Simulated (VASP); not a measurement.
Set up this calculation in VASP 6.6.1, as the native input.

```
Task                   : single point
Functional             : LDA
Potentials or basis    : VASP PAW LDA potentials, release 64 (Si, C)
Cutoff                 : 520 eV
k mesh                 : 12 × 12 × 6
Occupations            : gaussian, width 0.05 eV
Spin                   : no spin polarisation
Dipole correction      : no
Further INCAR settings : ALGO = Normal; EDIFF = 1e-06; NBANDS = 16
```

The structure of SiC lies in POSCAR:

```
SiC
1.0
    3.1265354807      0.0000000000      0.0000000000
   -1.5632677404      2.7076591521      0.0000000000
    0.0000000000      0.0000000000      5.5599180454
Si C
2 2
Direct
    0.3333333333      0.6666666667      0.0038091840
    0.6666666667      0.3333333333      0.5038091840
    0.3333333333      0.6666666667      0.3811908160
    0.6666666667      0.3333333333      0.8811908160
```

This cell differs from its parent crystal: volume 11.767 Å^3 an atom, c/a of the conventional cell 1.7783.

These files were run (other wordings do the same):

INCAR

```
PREC = Accurate
ENCUT = 520
EDIFF = 1E-6
ISMEAR = 0
SIGMA = 0.05
LREAL = False
LASPH = True
NELM = 60
ALGO = Normal
ISIF = 2
LWAVE = False
LCHARG = False
NBANDS = 16
```

KPOINTS

```
regular mesh
0
Gamma
  12 12 6
```

Potentials or basis: VASP PAW LDA potentials, release 64 (Si, C).

The run is started by

```bash
$ cat potpaw_LDA.64/Si/POTCAR potpaw_LDA.64/C/POTCAR > POTCAR
$ mpirun -np 1 vasp_std > vasp.out
```

It gave:

```json
{
  "Pressure": "-23.4 GPa",
  "Largest force": "0.010 eV/Å",
  "Band gap on the k mesh": "2.18 eV, indirect (least direct gap 3.42 eV)"
}
```

It took 37 s on 1 thread of Intel(R) Xeon(R) Platinum 8175M CPU @ 2.50GHz (Skylake/Cascade Lake), on a shared host, peak memory 0.17 GiB.
